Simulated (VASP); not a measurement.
# Al2GaP3 in VASP: single point with PBE

Aim: the single point of Al2GaP3 with PBE.

All numbers are computed with VASP 6.6.1; they aren't measurements. Logs are shortened: lines on timing, memory, paths and dates and some standing lists are left out, and cuts for length are marked.

**1. The cell of the first run**

The typed cell holds 12 atoms: a = 5.509 Å, b = 5.509 Å, c = 8.704 Å, α = 89.98°, β = 108.47°, γ = 90.00°.

**2. Single point, PBE**

INCAR reads:

```
SYSTEM = Al2GaP3
  PREC = Accurate
  ENCUT = 520
  EDIFF = 1E-6
  ISMEAR = 0
  SIGMA = 0.1
  LREAL = .FALSE.
  LASPH = .TRUE.
  NELM = 60
  ALGO = Normal
  ISIF = 2
  LWAVE = .FALSE.
  LCHARG = .FALSE.
  GGA = PE
  NBANDS = 46
```

KPOINTS reads:

```
Automatic mesh
0
G
  4 4 4
  0 0 0
```

POSCAR reads:

```
Al2GaP3
1.0
   -3.8955846519      3.8953689455      0.0012177918
    3.8953103462      3.8950893548     -0.0010999542
    1.9502909250     -1.9478409943     -8.2561081941
Al Ga P
4 2 6
Direct
    0.6667374409      0.4999404919      0.3333539767
    0.1666875884      0.9999722450      0.3332834253
    0.3334002023      0.4998869057      0.6666822313
    0.8333856823     -0.0000946356      0.6666655636
    1.0000073287      0.5000570360      1.0000135926
    0.4999932077      1.0000012249      0.9999928254
    0.1661739911      0.2500642568      0.8325782885
    0.6662015175      0.7500618793      0.8325675178
    0.4999896153      0.2499826388      0.5000021629
    1.0000469156      0.7500199506      0.4999998128
    0.8336547368      0.2500703958      0.1674166727
    0.3337217736      0.7500376109      0.1674439306
```

Potentials or basis: VASP PAW PBE potentials, release 64 (Al, Ga_d, P).

Run with:

```console
cat potpaw_PBE.64/Al/POTCAR potpaw_PBE.64/Ga_d/POTCAR potpaw_PBE.64/P/POTCAR > POTCAR
mpirun -np 1 vasp_std > vasp.out
```

OUTCAR:

```text
SYSTEM = Al2GaP3
   PREC = Accurate
   ENCUT = 520
   EDIFF = 1E-6
   ISMEAR = 0
   LREAL = .FALSE.
   LASPH = .TRUE.
   NELM = 60
   ISIF = 2
   GGA = PE

 ion  position               nearest neighbor table
   1  0.667  0.500  0.333-  12 2.38  11 2.38   9 2.38  10 2.38
   2  0.167  1.000  0.333-  11 2.38  12 2.38   9 2.38  10 2.38
   3  0.333  0.500  0.667-   8 2.38   7 2.38  10 2.38   9 2.38
   4  0.833  1.000  0.667-   8 2.38   7 2.38   9 2.38  10 2.38
   5  0.000  0.500  0.000-   8 2.39  12 2.39  11 2.39   7 2.39
   6  0.500  0.000  1.000-   7 2.39  11 2.39  12 2.39   8 2.39
   7  0.166  0.250  0.833-   4 2.38   3 2.38   6 2.39   5 2.39
   8  0.666  0.750  0.833-   4 2.38   3 2.38   5 2.39   6 2.39
   9  0.500  0.250  0.500-   4 2.38   1 2.38   2 2.38   3 2.38
  10  0.000  0.750  0.500-   3 2.38   1 2.38   2 2.38   4 2.38
  11  0.834  0.250  0.167-   2 2.38   1 2.38   6 2.39   5 2.39
  12  0.334  0.750  0.167-   1 2.38   2 2.38   5 2.39   6 2.39

  LATTYP: Found a triclinic cell.
 ALAT       =     8.7040819013
 B/A-ratio  =     0.6329255997
 C/A-ratio  =     0.6328805992
 COS(alpha) =     0.0000560981
 COS(beta)  =     0.0003974130
 COS(gamma) =     0.3168881643

  Lattice vectors:

 A1 = (  -1.9502909250,   1.9478409943,   8.2561081941)
 A2 = (  -3.8955846519,   3.8953689455,   0.0012177918)
 A3 = (  -3.8953103462,  -3.8950893548,   0.0010999542)

Analysis of symmetry for initial positions (statically):
=====================================================================
 Subroutine PRICEL returns:
 Original cell was already a primitive cell.

 Routine SETGRP: Setting up the symmetry group for a
 triclinic supercell.

 Subroutine GETGRP returns: Found  1 space group operations
 (whereof  1 operations were pure point group operations)
 out of a pool of  2 trial point group operations.

The static configuration has the point symmetry C_1 .

Analysis of symmetry for dynamics (positions and initial velocities):
=====================================================================
 Subroutine PRICEL returns:
 Original cell was already a primitive cell.

 Routine SETGRP: Setting up the symmetry group for a
 triclinic supercell.

 Subroutine GETGRP returns: Found  1 space group operations
 (whereof  1 operations were pure point group operations)
 out of a pool of  2 trial point group operations.

The dynamic configuration has the point symmetry C_1 .

 Subroutine INISYM returns: Found  1 space group operations
 (whereof  1 operations are pure point group operations),
 and found     1 'primitive' translations

----------------------------------------------------------------------------------------

                                     Primitive cell

  volume of cell :     250.5323

  direct lattice vectors                    reciprocal lattice vectors
    -3.895584652  3.895368946  0.001217792    -0.128368382  0.128358550 -0.060606974
     3.895310346  3.895089355 -0.001099954     0.128359575  0.128366672  0.000036415
     1.950290925 -1.947840994 -8.256108194    -0.000036036  0.000001831 -0.121131388

  length of vectors
     5.509036257  5.508644569  8.704081901     0.191383291  0.181532874  0.121131394

  position of ions in fractional coordinates (direct lattice)
     0.666737441  0.499940492  0.333353977
     0.166687588  0.999972245  0.333283425
     0.333400202  0.499886906  0.666682231
     0.833385682  0.999905364  0.666665564
     0.000007329  0.500057036  0.000013593
     0.499993208  0.000001225  0.999992825
     0.166173991  0.250064257  0.832578289
     0.666201517  0.750061879  0.832567518
     0.499989615  0.249982639  0.500002163
     0.000046916  0.750019951  0.499999813
     0.833654737  0.250070396  0.167416673
     0.333721774  0.750037611  0.167443931

  ion indices of the primitive-cell ions
   primitive index   ion index
                 1           1
                 2           2
                 3           3
                 4           4
                 5           5
                 6           6
                 7           7
                 8           8
                 9           9
                10          10
                11          11
                12          12

----------------------------------------------------------------------------------------

 KPOINTS: Automatic mesh

Automatic generation of k-mesh.
 Grid dimensions read from file:
 generate k-points for:    4    4    4

 Generating k-lattice:

  Cartesian coordinates                     Fractional coordinates (reciprocal lattice)
    -0.032092095  0.032089637 -0.015151744     0.250000000 -0.000000000  0.000000000
     0.032089894  0.032091668  0.000009104     0.000000000  0.250000000 -0.000000000
    -0.000009009  0.000000458 -0.030282847     0.000000000  0.000000000  0.250000000

  Length of vectors
     0.047845823  0.045383219  0.030282848

  Shift w.r.t. Gamma in fractional coordinates (k-lattice)
     0.000000000  0.000000000  0.000000000

 Subroutine IBZKPT returns following result:
 ===========================================

 Found     36 irreducible k-points:

 Following reciprocal coordinates:
            Coordinates               Weight
  0.000000  0.000000  0.000000      1.000000
  0.250000 -0.000000  0.000000      2.000000
  0.500000 -0.000000  0.000000      1.000000
 -0.000000  0.250000 -0.000000      2.000000
  0.250000  0.250000  0.000000      2.000000
  0.500000  0.250000  0.000000      2.000000
[... 16 lines left out ...]
 -0.000000 -0.250000  0.250000      2.000000
  0.250000 -0.250000  0.250000      2.000000
 [... further k-points ...]
   k-points           NKPTS =     36   k-points in BZ     NKDIM =     36   number of bands    NBANDS=     46
   number of dos      NEDOS =    301   number of ions     NIONS =     12
   total plane-waves  NPLWV = 123480
   dimension x,y,z NGX =    42 NGY =   42 NGZ =   70
   dimension x,y,z NGXF=    84 NGYF=   84 NGZF=  140
   ions per type =               4   2   6
   NGX,Y,Z   is equivalent  to a cutoff of  12.67, 12.68, 13.37 a.u.
   NGXF,Y,Z  is equivalent  to a cutoff of  25.35, 25.35, 26.74 a.u.
 SYSTEM =  Al2GaP3
   PREC   = accura    normal or accurate (medium, high low for compatibility)
   ISTART =      0    job   : 0-new  1-cont  2-samecut
   ICHARG =      2    charge: 1-file 2-atom 10-const
   ISPIN  =      1    spin polarized calculation?
   LNONCOLLINEAR =      F non collinear calculations
   LSORBIT =      F    spin-orbit coupling
   LASPH  =      T    aspherical Exc in radial PAW
   ENCUT  =  520.0 eV  38.22 Ry    6.18 a.u.  10.24 10.24 16.18*2*pi/ulx,y,z
   NELM   =     60;   NELMIN=  2; NELMDL= -5     # of ELM steps
   EDIFF  = 0.1E-05   stopping-criterion for ELM
   LREAL  =      F    real-space projection
   EDIFFG = 0.1E-04   stopping-criterion for IOM
   NSW    =      0    number of steps for IOM
   IBRION =     -1    ionic relax: 0-MD 1-quasi-New 2-CG
   NFREE  =      0    steps in history (QN), initial steepest desc. (CG)
   ISIF   =      2    stress and relaxation
   ISYM   =      2    0-nonsym 1-usesym 2-fastsym
   POTIM  = 0.5000    time-step for ionic-motion
   TEBEG  =    0.0;   TEEND  =   0.0 temperature during run
   PSTRESS=    0.0 pullay stress
   NELECT =      68.0000    total number of electrons
   NUPDOWN=      -1.0000    fix difference up-down
   EMIN   =  10.00;   EMAX   =-10.00  energy-range for DOS
   EFERMI =   0.00;   METHOD = LEGACY
   ISMEAR =     0;   SIGMA  =   0.10  broadening in eV -4-tet -1-fermi 0-gaus
   EFERMI_NEDOS =   21; number of points for ismear=-14 and -15
   IALGO  =     38    algorithm
   IMIX   =      4    mixing-type and parameters
     AMIX     =   0.40;   BMIX     =  1.00
     AMIX_MAG =   1.60;   BMIX_MAG =  1.00
  volume/ion in A,a.u.               =      20.88       140.89
  Fermi-wavevector in a.u.,A,eV,Ry     =   1.059961  2.003036 15.286383  1.123517
  Thomas-Fermi vector in A             =   2.195325
   LORBIT       =      0    0 simple, 1 ext, 2 COOP (PROOUT), +10 PAW based schemes
   GGA     = PE    functional components
   LHFCALC =     F    Hartree Fock is set to
   AEXX    =    0.0000 exact exchange contribution
   IVDW    =     0    specifies the selected vdW correction
   LEPSILON=     F    determine dielectric tensor
   LRPA    =     F    only Hartree local field effects (RPA)
 non-spin polarized calculation
 Gauss-broadening in eV      SIGMA  =   0.10
  energy-cutoff  :      520.00
  volume of cell :      250.53
 maximum number of plane-waves:      6810
 NGX is ok and might be reduce to    42
   NGX = 21   NGY = 21   NGZ = 33

 number of electron      67.9999976 magnetization

 Free energy of the ion-electron system (eV)
  ---------------------------------------------------
  ext. energy  EPLUGINS =         0.00000000
  ---------------------------------------------------
  free energy    TOTEN  =       -59.73754846 eV

  energy without entropy =      -59.73754846  energy(sigma->0) =      -59.73754846

 E-fermi :   4.8286     XC(G=0):  -9.3039

 val. band max:        4.3450094446   @ k =   0.0000   0.0000   0.0000
 cond. band min:       5.9866969905   @ k =   0.0000   0.0000   0.0000
 fundamental gap:      1.6416875459
 Fermi energy:         4.8286165402

 k-point     1 :       0.0000    0.0000    0.0000
  band No.  band energies     occupation
      1      -9.9347      2.00000
      2      -9.9075      2.00000
      3      -9.9074      2.00000
      4      -9.8538      2.00000
      5      -9.8538      2.00000
      6      -9.8236      2.00000
[... 38 lines left out ...]
     45       8.4652      0.00000
     46       8.6564      0.00000
[... 1086 lines left out ...]
      6      -9.8418      2.00000
[... 38 lines left out ...]
     45       9.3297      0.00000
     46       9.3683      0.00000

 [... further k-points ...]

------------------------ aborting loop because EDIFF is reached ----------------------------------------

  FORCE on cell =-STRESS in cart. coord.  units (eV):
  Direction    XX          YY          ZZ          XY          YZ          ZX
  --------------------------------------------------------------------------------------
  -------------------------------------------------------------------------------------
  Total       -0.0633491     -0.0508451     -0.0715023      0.0037268     -0.0032259      0.0524409
  in kB       -0.4051236     -0.3251590     -0.4572637      0.0238333     -0.0206298      0.3353644
  external PRESSURE =      -0.3958488 kB  Pullay stress =       0.0000000 kB

 VOLUME and BASIS-vectors are now :
 -----------------------------------------------------------------------------
  energy-cutoff  :      520.00
  volume of cell :      250.53
      direct lattice vectors                 reciprocal lattice vectors
    -3.895584652  3.895368946  0.001217792    -0.128368382  0.128358550 -0.060606974
     3.895310346  3.895089355 -0.001099954     0.128359575  0.128366672  0.000036415
     1.950290925 -1.947840994 -8.256108194    -0.000036036  0.000001831 -0.121131388

 POSITION                                       TOTAL-FORCE (eV/Angst)
 -----------------------------------------------------------------------------------
      0.00023      3.89518     -2.75194         0.002022      0.000426     -0.004832
      3.89586      3.89511     -2.75252         0.001552     -0.000131     -0.006072
      1.94865      1.94723     -5.50434         0.001933      0.000265      0.005367
      1.94861      5.84251     -5.50415         0.000962      0.000372      0.005243
      1.94788      1.94777     -0.00066        -0.000142     -0.000837      0.000804
      0.00252     -0.00016     -8.25544         0.001321      0.000065      0.000547
      1.95050     -0.00040     -6.87393        -0.002061      0.000464      0.001456
      1.95023      3.89495     -6.87378        -0.001761      0.000139      0.001574
      0.00116      1.94742     -4.12774         0.000004      0.000288      0.000170
      3.89652      1.94766     -4.12888         0.000143     -0.001066     -0.000205
     -1.94696      3.89534     -1.38147        -0.002504     -0.000013     -0.002287
      1.94815      3.89528     -1.38285        -0.001468      0.000028     -0.001764
 -----------------------------------------------------------------------------------
    total drift:                                0.000002     -0.000021      0.000000

  FREE ENERGIE OF THE ION-ELECTRON SYSTEM (eV)
  ---------------------------------------------------
  free  energy   TOTEN  =       -59.7375484604 eV

  energy  without entropy=      -59.7375484604  energy(sigma->0) =      -59.73754846
```

It took 14 min on 1 thread of Oxide Virtual Turin-like, shared host; peak memory 0.5 GiB.

Results:

* Free energy: -59.7375 eV
* Pressure: 0.0 GPa
* Largest force: 0.006 eV/Å
* Band gap on the k mesh: 1.64 eV

Forces in eV/Å, atoms in the order of the input:
```
Al   0.002  0.000 -0.005
Al   0.002  0.000 -0.006
Al   0.002  0.000  0.005
Al   0.001  0.000  0.005
Ga   0.000 -0.001  0.001
Ga   0.001  0.000  0.001
P   -0.002  0.000  0.001
P   -0.002  0.000  0.002
P    0.000  0.000  0.000
P    0.000 -0.001  0.000
P   -0.003  0.000 -0.002
P   -0.001  0.000 -0.002
```

Levels at points of the mesh, in eV from the valence-band top:
```csv
k point,band 31,band 32,band 33,band 34,band 35,band 36,band 37,band 38
"(0.00, 0.00, 0.00)",-1.79,-0.02,0.00,0.00,1.64,1.84,2.19,2.28
"(0.50, 0.00, 0.00)",-1.16,-1.16,-0.93,-0.93,3.05,3.05,3.51,3.51
"(0.00, 0.50, 0.00)",-1.37,-1.37,-1.36,-1.36,2.58,2.58,3.33,3.33
"(0.50, 0.50, 0.00)",-0.85,-0.85,-0.82,-0.82,2.23,2.23,3.41,3.42
"(0.00, 0.00, 0.50)",-0.91,-0.91,-0.69,-0.69,1.64,1.66,2.18,2.19
"(0.50, 0.00, 0.50)",-1.16,-1.16,-0.93,-0.93,3.05,3.05,3.51,3.51
"(0.00, 0.50, 0.50)",-0.89,-0.89,-0.87,-0.87,3.73,3.73,4.19,4.19
"(0.50, 0.50, 0.50)",-0.86,-0.85,-0.82,-0.82,2.23,2.23,3.42,3.42
```

A k mesh can miss the band edges.
